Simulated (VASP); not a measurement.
Input of a VASP 6.6.1 run:

Contents of INCAR:

```
  PREC = Accurate
  ENCUT = 520
  EDIFF = 1E-7
  ISMEAR = 0
  SIGMA = 0.1
  LREAL = F
  LASPH = T
  NELM = 60
  ALGO = Normal
  ISIF = 2
  LWAVE = F
  LCHARG = T
  GGA = PE
  LELF = T
  LVHAR = T
  NBANDS = 10
```

The input KPOINTS:

```
regular mesh
0
Gamma
  8 8 8
```

The input POSCAR:

```
Ir
1.0
    0.0000000000      1.9427035182      1.9427035182
    1.9427035182      0.0000000000      1.9427035182
    1.9427035182      1.9427035182      0.0000000000
Ir
1
Direct
    0.0000000000      0.0000000000      0.0000000000
```

Potentials or basis: VASP PAW PBE potentials, release 64 (Ir).

Launch:

```bash
$ cat potpaw_PBE.64/Ir/POTCAR > POTCAR
$ mpirun -np 1 vasp_std > vasp.out
```

(1) Estimate the band gap on the k mesh.

(2) What does it give for the pressure?

## Answers

(1) zero (an odd number of electrons rules out a gap without spin polarisation).

(2) -2.1 GPa.

Caveat: the cell differs from its parent crystal (Re replaced by Ir, lengths x 0.960, strained); spin-orbit coupling is left out, which moves the levels of the heavy elements.
